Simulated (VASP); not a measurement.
# Fe (Im-3m) in VASP: notebook, part 2 of 3

VASP 6.6.1. Earlier steps stand in the parts before.

### 4 Single point, RPBE, collinear spin, zero start (volume scaled by 1.04)

The input, INCAR:

```
PREC = Accurate
ENCUT = 600
EDIFF = 1E-6
ISMEAR = -1
SIGMA = 0.01
LREAL = F
LASPH = T
NELM = 200
ALGO = Normal
ISIF = 2
LWAVE = F
LCHARG = T
ISPIN = 2
MAGMOM = 0
LORBIT = 11
NUPDOWN = 0.0
LMAXMIX = 4
GGA = RP
LELF = T
LVHAR = T
NBANDS = 14
GGA_COMPAT = F
```

The input, KPOINTS:

```
Automatic mesh
0
Gamma
  13 13 13
```

The input, POSCAR:

```
Fe
1.0
   -1.4619890197      1.4619890197      1.4619890197
    1.4619890197     -1.4619890197      1.4619890197
    1.4619890197      1.4619890197     -1.4619890197
Fe
1
Direct
    0.0000000000      0.0000000000      0.0000000000
```

Potentials or basis: VASP PAW PBE potentials, release 64 (Fe).

The run is started by

```bash
$ cat potpaw_PBE.64/Fe/POTCAR > POTCAR
$ mpirun -np 1 vasp_std > vasp.out
```

OUTCAR:

```text
PREC = Accurate
   ENCUT = 600
   EDIFF = 1E-6
   ISMEAR = -1
   LREAL = F
   LASPH = T
   NELM = 200
   ISIF = 2
   ISPIN = 2
   LORBIT = 11
   NUPDOWN = 0.0
   GGA = RP

 ion  position               nearest neighbor table
   1  0.000  0.000  0.000-

  LATTYP: Found a body centered cubic cell.
 ALAT       =     2.9239780394

  Lattice vectors:

 A1 = (  -1.4619890197,   1.4619890197,   1.4619890197)
 A2 = (   1.4619890197,  -1.4619890197,   1.4619890197)
 A3 = (   1.4619890197,   1.4619890197,  -1.4619890197)

Analysis of symmetry for initial positions (statically):
=====================================================================
 Subroutine PRICEL returns:
 Original cell was already a primitive cell.

 Routine SETGRP: Setting up the symmetry group for a
 body centered cubic supercell.

 Subroutine GETGRP returns: Found 48 space group operations
 (whereof 48 operations were pure point group operations)
 out of a pool of 48 trial point group operations.

The static configuration has the point symmetry O_h .

Analysis of symmetry for dynamics (positions and initial velocities):
=====================================================================
 Subroutine PRICEL returns:
 Original cell was already a primitive cell.

 Routine SETGRP: Setting up the symmetry group for a
 body centered cubic supercell.

 Subroutine GETGRP returns: Found 48 space group operations
 (whereof 48 operations were pure point group operations)
 out of a pool of 48 trial point group operations.

The dynamic configuration has the point symmetry O_h .

Analysis of structural, dynamic, and magnetic symmetry:
=====================================================================
 Subroutine PRICEL returns:
 Original cell was already a primitive cell.

 Routine SETGRP: Setting up the symmetry group for a
 body centered cubic supercell.

 Subroutine GETGRP returns: Found 48 space group operations
 (whereof 48 operations were pure point group operations)
 out of a pool of 48 trial point group operations.

The overall configuration has the point symmetry O_h .

 Subroutine INISYM returns: Found 48 space group operations
 (whereof 48 operations are pure point group operations),
 and found     1 'primitive' translations

----------------------------------------------------------------------------------------

                                     Primitive cell

  volume of cell :      12.4995

  direct lattice vectors                    reciprocal lattice vectors
    -1.461989020  1.461989020  1.461989020     0.000000000  0.341999833  0.341999833
     1.461989020 -1.461989020  1.461989020     0.341999833  0.000000000  0.341999833
     1.461989020  1.461989020 -1.461989020     0.341999833  0.341999833  0.000000000

  length of vectors
     2.532239262  2.532239262  2.532239262     0.483660802  0.483660802  0.483660802

  position of ions in fractional coordinates (direct lattice)
     0.000000000  0.000000000  0.000000000

  ion indices of the primitive-cell ions
   primitive index   ion index
                 1           1

----------------------------------------------------------------------------------------

 KPOINTS: Automatic mesh

Automatic generation of k-mesh.
 Grid dimensions read from file:
 generate k-points for:   13   13   13

 Generating k-lattice:

[... 66 lines left out ...]
   NFREE  =      0    steps in history (QN), initial steepest desc. (CG)
   ISIF   =      2    stress and relaxation
   ISYM   =      2    0-nonsym 1-usesym 2-fastsym
   POTIM  = 0.5000    time-step for ionic-motion
   TEBEG  =    0.0;   TEEND  =   0.0 temperature during run
   PSTRESS=    0.0 pullay stress
   NELECT =       8.0000    total number of electrons
   NUPDOWN=       0.0000    fix difference up-down
   EMIN   =  10.00;   EMAX   =-10.00  energy-range for DOS
   EFERMI =   0.00;   METHOD = LEGACY
   ISMEAR =    -1;   SIGMA  =   0.01  broadening in eV -4-tet -1-fermi 0-gaus
   EFERMI_NEDOS =   21; number of points for ismear=-14 and -15
   IALGO  =     38    algorithm
   IMIX   =      4    mixing-type and parameters
     AMIX     =   0.40;   BMIX     =  1.00
     AMIX_MAG =   1.60;   BMIX_MAG =  1.00
  volume/ion in A,a.u.               =      12.50        84.35
  Fermi-wavevector in a.u.,A,eV,Ry     =   1.410828  2.666078 27.081519  1.990435
  Thomas-Fermi vector in A             =   2.532742
   LORBIT       =     11    0 simple, 1 ext, 2 COOP (PROOUT), +10 PAW based schemes
   GGA     = RP    functional components
   LHFCALC =     F    Hartree Fock is set to
   AEXX    =    0.0000 exact exchange contribution
   IVDW    =     0    specifies the selected vdW correction
   LEPSILON=     F    determine dielectric tensor
   LRPA    =     F    only Hartree local field effects (RPA)
 spin polarized calculation
  energy-cutoff  :      600.00
  volume of cell :       12.50
 maximum number of plane-waves:       429
   NGX = 11   NGY = 11   NGZ = 11

 number of electron       7.9999997 magnetization      -0.0000000

 number of electron       7.9999996 magnetization       0.0000000

 Free energy of the ion-electron system (eV)
  ---------------------------------------------------
  ext. energy  EPLUGINS =         0.00000000
  ---------------------------------------------------
  free energy    TOTEN  =        -7.03251148 eV

  energy without entropy =       -7.03064492  energy(sigma->0) =       -7.03157820

 E-fermi :   5.0628     XC(G=0): -12.5379

 val. band max:        5.0600207157   @ k =   0.2308   0.2308   0.0769
 cond. band min:       5.0632387908   @ k =   0.3077   0.1538   0.0769
 fundamental gap:      0.0032180751
 Fermi energy:         5.0627704100

 spin component 1

 k-point     1 :       0.0000    0.0000    0.0000
  band No.  band energies     occupation
      1      -2.8060      1.00000
      2       3.6696      1.00000
      3       3.6696      1.00000
      4       3.6696      1.00000
      5       5.0367      0.93160
      6       5.0367      0.93157
      7      28.9212      0.00000
      8      28.9212      0.00000
      9      28.9212      0.00000
     10      33.5809      0.00000
     11      33.5809      0.00000
     12      35.6570      0.00000
     13      35.6570      0.00000
     14      35.6570      0.00000
[... 379 lines left out ...]
      3       3.1803      1.00000
      4       4.9359      1.00000
      5       5.1305      0.00114
      6       5.7926      0.00000
      7      17.7464      0.00000
      8      21.6325      0.00000
      9      23.2669      0.00000
     10      30.4898      0.00000
     11      34.2022      0.00000
     12      36.3930      0.00000
     13      38.1871      0.00000
     14      41.4276      0.00000

 [... further k-points ...]

 spin component 2

 k-point     1 :       0.0000    0.0000    0.0000
  band No.  band energies     occupation
      1      -2.8060      1.00000
      2       3.6696      1.00000
      3       3.6696      1.00000
      4       3.6696      1.00000
      5       5.0366      0.93182
      6       5.0366      0.93180
      7      28.9212      0.00000
      8      28.9212      0.00000
      9      28.9212      0.00000
     10      33.5809      0.00000
     11      33.5809      0.00000
     12      35.6570      0.00000
     13      35.6570      0.00000
     14      35.6572      0.00000
[... 379 lines left out ...]
      3       3.1804      1.00000
      4       4.9359      1.00000
      5       5.1305      0.00115
      6       5.7926      0.00000
      7      17.7464      0.00000
      8      21.6325      0.00000
      9      23.2669      0.00000
     10      30.4898      0.00000
     11      34.2022      0.00000
     12      36.3930      0.00000
     13      38.1871      0.00000
     14      41.4276      0.00000

 [... further k-points ...]
[... 5 lines left out ...]
  --------------------------------------------------------------------------------------
  -------------------------------------------------------------------------------------
  Total       -2.0973482     -2.0973482     -2.0973482      0.0000000      0.0000000     -0.0000000
  in kB     -268.8368543   -268.8368543   -268.8368543      0.0000000      0.0000000     -0.0000000
  external PRESSURE =    -268.8368543 kB  Pullay stress =       0.0000000 kB

 VOLUME and BASIS-vectors are now :
 -----------------------------------------------------------------------------
  energy-cutoff  :      600.00
  volume of cell :       12.50
      direct lattice vectors                 reciprocal lattice vectors
    -1.461989020  1.461989020  1.461989020     0.000000000  0.341999833  0.341999833
     1.461989020 -1.461989020  1.461989020     0.341999833  0.000000000  0.341999833
     1.461989020  1.461989020 -1.461989020     0.341999833  0.341999833  0.000000000

 POSITION                                       TOTAL-FORCE (eV/Angst)
 -----------------------------------------------------------------------------------
      0.00000      0.00000      0.00000        -0.000000     -0.000000     -0.000000
 -----------------------------------------------------------------------------------
    total drift:                                0.000000     -0.000000      0.000000

  FREE ENERGIE OF THE ION-ELECTRON SYSTEM (eV)
  ---------------------------------------------------
  free  energy   TOTEN  =        -7.0325114795 eV

  energy  without entropy=       -7.0306449156  energy(sigma->0) =       -7.03157820

 total charge

# of ion       s       p       d       tot
------------------------------------------
    1        0.437   0.447   6.190   7.074

 magnetization (x)

# of ion       s       p       d       tot
------------------------------------------
    1        0.000   0.000  -0.000  -0.000
```

OSZICAR:

```text
N       E                     dE             d eps       ncg     rms          rms(c)
DAV:   1     0.243381390563E+02    0.24338E+02   -0.44003E+03  5062   0.804E+02
DAV:   2    -0.737764775140E+01   -0.31716E+02   -0.29630E+02  5118   0.135E+02
DAV:   3    -0.850040438181E+01   -0.11228E+01   -0.11041E+01  5674   0.257E+01
DAV:   4    -0.850461011249E+01   -0.42057E-02   -0.42033E-02  5532   0.144E+00
DAV:   5    -0.850463175201E+01   -0.21640E-04   -0.21639E-04  5688   0.107E-01    0.100E+01
DAV:   6    -0.724417921475E+01    0.12605E+01   -0.13501E+01  5808   0.414E+01    0.380E+00
DAV:   7    -0.704649673342E+01    0.19768E+00   -0.14245E+00  5850   0.124E+01    0.812E-01
DAV:   8    -0.703521317772E+01    0.11284E-01   -0.16611E-02  6680   0.989E-01    0.319E-01
DAV:   9    -0.703251044960E+01    0.27027E-02   -0.24268E-03  6002   0.249E-01    0.658E-02
DAV:  10    -0.703251491330E+01   -0.44637E-05   -0.69311E-06  5592   0.216E-02    0.239E-02
DAV:  11    -0.703251146254E+01    0.34508E-05   -0.31187E-07  4148   0.513E-03    0.193E-03
DAV:  12    -0.703251147951E+01   -0.16976E-07   -0.35992E-08  2826   0.185E-03
   1 F= -.70325115E+01 E0= -.70315782E+01  d E =-.186656E-02  mag=    -0.0000
```

It took 59 s on 1 thread of Intel Xeon 8259CL, shared host; peak memory 0.15 GiB.

What came out:

```
Free energy                                           : -7.0325 eV
Pressure                                              : -26.9 GPa
Net moment                                            : 0.00 μB per cell
Valence electrons inside the program's atomic spheres : Fe 7.07
```

Caveat: the PAW data sets were made with another functional, which shifts forces and pressure a little; the total moment is fixed, so each spin has its own Fermi level.

(Continued in part 3 of 3.)
